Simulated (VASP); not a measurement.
**Si3Te: relaxation of cell and atoms with PBE**

Si3Te:

```
CELL_PARAMETERS angstrom
5.77451 0.00000 0.00000
-2.88725 5.00087 0.00000
0.00000 0.00000 2.77468
ATOMIC_POSITIONS crystal
Si 0.50000 0.00000 0.00000
Si 0.00000 0.50000 0.00000
Si 0.50000 0.50000 0.00000
Te 0.00000 0.00000 0.00000
```

The cell was built from a structure type or drawn by symmetry, and may not be a known phase.

```yaml
Program: VASP 6.6.1
Task: relaxation of cell and atoms
Functional: PBE
Potentials_or_basis: VASP PAW PBE potentials, release 64 (Si, Te)
Cutoff: 600 eV
k_mesh: 3 × 3 × 6
Occupations: gaussian, width 0.1 eV
Spin: no spin polarisation
Dipole_correction: no
Further_INCAR_settings: ALGO = Normal; EDIFF = 1e-07; IBRION = 2; EDIFFG = -0.04; NSW = 90; ISIF = 3
```

```
Relaxed volume                        : 20.09 Å³/atom
Relaxed cell                          : a = 5.923 Å, b = 5.923 Å, c = 2.645 Å, α = 90.00°, β = 90.00°, γ = 120.00°
Space group after relaxing (to 0.1 Å) : P6/mmm (No. 191)
Energy gained by relaxing             : 60.1 meV/atom
Ionic steps                           : 6
Pressure after relaxing               : -0.2 GPa
Band gap on the k mesh                : zero (bands 9 and 10 overlap by 4.82 eV)
```

Stress tensor (GPa, compression positive):
```
-0.15  0.00  0.00
 0.00 -0.15  0.00
 0.00  0.00 -0.25
```

The path:
```
step  energy change (eV)  largest force (eV/Å)  pressure (GPa)  volume (Å³)
   1              0.0000                0.0000           -0.45        80.13
   2             -0.2181                0.0000            1.47        79.26
   3             -0.2389                0.0000            0.71        79.45
   4             -0.2390                0.0000            0.59        79.48
   5             -0.2391                0.0000            0.64        79.47
   6             -0.2403                0.0000           -0.18        80.35
```

Final structure:
```
Si Te
1.0
     5.92290    0.00000    0.00000
    -2.96145    5.12938    0.00000
     0.00000    0.00000    2.64461
Si Te
3 1
Cartesian
  0.0000 5.1294 2.6446
  -1.4807 2.5647 2.6446
  1.4807 2.5647 0.0000
  5.9229 0.0000 2.6446
```

Levels at points of the mesh, in eV from the Fermi level:
| k point | band 6 | band 7 | band 8 | band 9 | band 10 | band 11 | band 12 | band 13 |
| --- | --- | --- | --- | --- | --- | --- | --- | --- |
| (0.00, 0.00, 0.00) | -6.80 | -5.00 | 2.22 | 2.22 | 2.77 | 5.55 | 5.55 | 5.56 |
| (0.00, 0.00, 0.50) | -3.48 | -2.90 | -2.90 | -2.06 | -2.06 | -1.73 | 1.82 | 1.82 |

Run time: 39 s on 1 thread of AMD EPYC 9R45 96-Core Processor (Zen 5) (shared host), peak memory 0.2 GiB.

Caveat: the k points lie up to 0.41 Å⁻¹ apart in the final cell, too coarse for converged energies and pressures of a metal; spin-orbit coupling is left out, which moves the levels of the heavy elements.
